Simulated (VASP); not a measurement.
Set up this calculation in VASP 6.6.1, as the native input.

* Task: single point
* Functional: PBE
* Potentials or basis: VASP PAW PBE potentials, release 64 (Mo_sv, S)
* Cutoff: 500 eV
* k mesh: 16 × 16 × 4
* Occupations: fermi-dirac, width 0.02 eV
* Spin: collinear spin
* Starting moments: [2.0, 2.0, 0.0, 0.0, 0.0, 0.0] μB
* Dipole correction: no
* Further INCAR settings: ALGO = Normal; EDIFF = 1e-06; NBANDS = 39

The structure of MoS2 lies in POSCAR:

```
MoS2
1.0
    3.0975623654      0.0000000000      0.0000000000
   -1.5487811827      2.6825676982      0.0000000000
    0.0000000000      0.0000000000     12.3606549165
Mo S
2 4
Direct
    0.3333333333      0.6666666667      0.2500000000
    0.6666666667      0.3333333333      0.7500000000
    0.3333333333      0.6666666667      0.6216985529
    0.6666666667      0.3333333333      0.1216985529
    0.3333333333      0.6666666667      0.8783014471
    0.6666666667      0.3333333333      0.3783014471
```

These files were run (other wordings do the same):

INCAR

```
SYSTEM = MoS2
PREC = Accurate
ENCUT = 500
EDIFF = 1E-6
ISMEAR = -1
SIGMA = 0.02
LREAL = .FALSE.
LASPH = .TRUE.
NELM = 200
ALGO = Normal
ISIF = 2
LWAVE = .FALSE.
LCHARG = .FALSE.
ISPIN = 2
MAGMOM = 2 2 0 0 0 0
LORBIT = 11
LMAXMIX = 4
GGA = PE
NBANDS = 39
GGA_COMPAT = .FALSE.
```

KPOINTS

```
Automatic mesh
0
G
  16 16 4
  0 0 0
```

Potentials or basis: VASP PAW PBE potentials, release 64 (Mo_sv, S).

Run with:

```bash
$ cat potpaw_PBE.64/Mo_sv/POTCAR potpaw_PBE.64/S/POTCAR > POTCAR
$ mpirun -np 1 vasp_std > vasp.out
```

Results of the run:

| Property | Result |
| --- | --- |
| Pressure | 6.9 GPa |
| Largest force | 0.012 eV/Å |
| Band gap on the k mesh | 0.94 eV (least direct gap 1.97 eV) |
| Net moment | 0.00 μB per cell |
| Valence electrons inside the program's atomic spheres | Mo 12.53; S 3.71 |

Caveat: the stress differs along the axes, from 3 to 9 GPa; this functional lacks dispersion, which binds layers or chains, so the pressure and a relaxed spacing across them are unreliable.

Run time: 6.5 min on 1 thread of Intel(R) Xeon(R) 6975P-C (Granite Rapids), with other jobs on the host, peak memory 0.58 GiB.
